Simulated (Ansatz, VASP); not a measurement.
# Al3W: VASP beside Ansatz

```
CELL_PARAMETERS angstrom
0.00000 3.28555 3.28555
3.28555 0.00000 3.28555
3.28555 3.28555 0.00000
ATOMIC_POSITIONS crystal
Al 0.50000 0.50000 0.50000
Al 0.25000 0.25000 0.25000
Al 0.75000 0.75000 0.75000
W 0.00000 0.00000 0.00000
```

Change from the starting cell: species swapped into the Li3Sb type (Fm-3m, No. 225).

Alike in both runs: task relaxation of cell and atoms; functional PBE; k mesh 4 × 4 × 4; occupations gaussian, width 0.1 eV; no spin polarisation.

```csv
,VASP,Ansatz
version,VASP 6.6.1,Ansatz 0.2.0
potentials or method,"VASP PAW PBE potentials, release 64 (Al, W_sv), cutoff 500 eV","scalar-relativistic, plane waves, PAW"
valence electrons in the cell,23,23
```

```csv
,VASP,Ansatz,Ansatz less VASP
"gap on the k mesh at the Fermi level, each at its own relaxed structure (eV)",none,none,-
relaxed volume (Å³/atom),15.49,15.48,-0.004
relaxed cell length with the largest relative difference (Å),4.441,4.441,-0.0004
```

A gap of «none» marks a metal or a gap that the smearing closes.

The k mesh is coarse, so the values compare programs but aren't converged. Neither program's run includes spin-orbit coupling.
